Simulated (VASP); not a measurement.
Crystal: Al2BP3.

```
Al B P
1.0
     3.11517    0.00000    0.00000
     0.00000    3.11517    0.00000
     0.00000    0.00000    9.54810
Al B P
2 1 3
Direct
  0.00000 0.00000 0.33928
  0.00000 0.00000 0.66072
  0.00000 0.00000 0.00000
  0.50000 0.50000 0.18173
  0.50000 0.50000 0.50000
  0.50000 0.50000 0.81827
```

```yaml
Program: VASP 6.6.1
Task: relaxation of cell and atoms
Functional: PBE
Potentials_or_basis: VASP PAW PBE potentials, release 64 (Al, B, P)
Cutoff: 600 eV
k_mesh: 6 × 6 × 2
Occupations: gaussian, width 0.1 eV
Spin: no spin polarisation
```

At the start: pressure -7.3 GPa; volume 15.44 Å³/atom.

Question: How do energy, volume and symmetry change on relaxing?

Answer: Over 18 steps the energy falls by 232.8 meV/atom and the volume is 13.27 Å³/atom (-14.0 %); space group P4/mmm (No. 123, to 0.05 Å).

Step by step:
```tsv
step	energy change (eV)	largest force (eV/Å)	pressure (GPa)	volume (Å³)
1	0.0000	0.7979	-7.26	92.66
2	-0.3288	1.2874	-0.03	83.59
3	-0.3441	1.4211	2.78	81.21
4	-0.6105	1.4497	3.15	79.51
5	-1.2135	0.8829	7.00	74.55
6	51.4417	208.4605	209.41	65.13
7	-1.1037	1.4433	7.36	74.42
8	0.9118	11.2509	31.03	69.69
9	-1.1263	1.2615	8.02	74.00
10	-1.1390	0.6011	12.04	72.45
11	-1.1748	0.7468	9.42	73.32
12	-1.2995	1.3546	3.31	78.09
13	-1.3322	0.8151	4.72	76.68
14	-1.3926	0.0895	-1.01	80.39
15	-1.3963	0.0539	0.03	79.64
16	-1.3963	0.0665	0.12	79.58
17	-1.3968	0.0450	0.08	79.61
18	-1.3971	0.0199	0.02	79.64
```

Final structure:
```
Al B P
1.0
     3.01192    0.00000    0.00000
     0.00000    3.01192    0.00000
     0.00000    0.00000    8.77899
Al B P
2 1 3
Direct
  0.00000 0.00000 0.31710
  0.00000 0.00000 0.68290
  0.00000 0.00000 0.00000
  0.50000 0.50000 0.12782
  0.50000 0.50000 0.50000
  0.50000 0.50000 0.87218
```
